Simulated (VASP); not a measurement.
A run of VASP 6.6.1 is set up as follows.

The input INCAR:

```
SYSTEM = Cu12CO
PREC = Accurate
ENCUT = 520
EDIFF = 1E-7
ISMEAR = 0
SIGMA = 0.1
LREAL = .False.
LASPH = .True.
NELM = 60
ALGO = Normal
ISIF = 2
LWAVE = .False.
LCHARG = .False.
LDIPOL = .True.
IDIPOL = 3
DIPOL = 0.5 0.5 0.300
GGA = PE
IVDW = 12
NBANDS = 84
```

Contents of KPOINTS:

```
Automatic mesh
0
Gamma
  6 6 1
  0 0 0
```

POSCAR

```
Cu12CO
1.0
    5.0393684026      0.0000000000      0.0000000000
   -2.5196842013      4.3642210557      0.0000000000
    0.0000000000      0.0000000000     22.8721942842
Cu O C
12 1 1
Direct
    0.3333333333      0.1666666667      0.1748848383
    0.3333333333      0.6666666667      0.1748848383
    0.8333333333      0.1666666667      0.1748848383
    0.8333333333      0.6666666667      0.1748848383
    0.1666666667      0.3333333333      0.2649977782
    0.1666666667      0.8333333333      0.2649977782
    0.6666666667      0.3333333333      0.2649977782
    0.6666666667      0.8333333333      0.2649977782
    0.0000000000      0.0000000000      0.3551121586
    0.0000000000      0.5000000000      0.3551121586
    0.5000000000      0.0000000000      0.3551121586
    0.5000000000      0.5000000000      0.3551121586
    0.0000000000      0.0000000000      0.4862757874
    0.0000000000      0.0000000000      0.5365551784
```

Potentials or basis: VASP PAW PBE potentials, release 64 (Cu, O, C).

Run with:

```sh
$ cat potpaw_PBE.64/Cu/POTCAR potpaw_PBE.64/O/POTCAR potpaw_PBE.64/C/POTCAR > POTCAR
$ mpirun -np 1 vasp_std > vasp.out
```

(1) What does it give for the band gap on the k mesh?

(2) What does it give for the dispersion energy per atom?

Answers

(1) zero (bands 71 and 72 overlap by 0.41 eV).

(2) -0.351 eV.
